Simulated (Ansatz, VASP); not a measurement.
Zr4Tl: VASP beside Ansatz

File INCAR:

```
ALGO = Normal
EDIFF = 1E-6
EDIFFG = -0.01
ENCUT = 600
GGA = PE
IBRION = 2
ISIF = 3
ISMEAR = 0
LASPH = True
LCHARG = False
LREAL = False
LWAVE = False
NELM = 100
NSW = 100
PREC = Accurate
SIGMA = 0.1
```

The input KPOINTS:

```
k-points
0
Gamma
  8 8 8
```

The input POSCAR:

```
Zr4Tl
1.0
    5.2978187590      0.0000000000      0.0000000000
    0.0000000000      5.2978187590      0.0000000000
    0.0000000000      0.0000000000      5.2978187590
Zr Tl
4 1
Direct
    0.0000000000      0.5000000000      0.5000000000
    0.5000000000      0.5000000000      0.0000000000
    0.5000000000      0.0000000000      0.5000000000
    0.0000000000      0.0000000000      0.0000000000
    0.5000000000      0.5000000000      0.5000000000
```

Input for Ansatz:

```yaml
crystal:
  lattice:
    - [5.297818759, 0.0, 0.0]
    - [0.0, 5.297818759, 0.0]
    - [0.0, 0.0, 5.297818759]
  atoms:
    - { symbol: Zr, position: [0.0, 0.5, 0.5] }
    - { symbol: Zr, position: [0.5, 0.5, 0.0] }
    - { symbol: Zr, position: [0.5, 0.0, 0.5] }
    - { symbol: Zr, position: [0.0, 0.0, 0.0] }
    - { symbol: Tl, position: [0.5, 0.5, 0.5] }
basis:
  ecutwfc: 420
kpoints:
  mp_grid: { grid: [8, 8, 8] }
hamiltonian:
  xc: pbe
scf:
  occupations: { method: gaussian, width: 0.1 }
output:
  forces: true
  stress: true
  eigenvalues: true
relax:
  adjacent_minimum: "off"
  f_tol: 0.01
  max_steps: 80
  cell: { stress_tol: 0.05 }
```

Change from the starting cell: species swapped into the Fe4N type (Pm-3m, No. 221).

Alike in both runs: task relaxation of cell and atoms; functional PBE; k mesh 8 × 8 × 8; occupations gaussian, width 0.1 eV; no spin polarisation.

|  | VASP | Ansatz |
| --- | --- | --- |
| version | VASP 6.6.1 | Ansatz 0.2.0 |
| potentials or method | VASP PAW PBE potentials, release 64 (Zr_sv, Tl_d), cutoff 600 eV | scalar-relativistic, plane waves, PAW |
| valence electrons in the cell | 61 | 61 |

```csv
,VASP,Ansatz,Ansatz less VASP
"gap on the k mesh at the Fermi level, each at its own relaxed structure (eV)",none,none,-
relaxed volume (Å³/atom),29.87,29.86,-0.010
relaxed length of the cell vector where the two differ most in proportion (Å),5.305,5.305,-0.0006
```

A gap of «none» marks a metal or a gap that the smearing closes.

Neither program's run includes spin-orbit coupling.
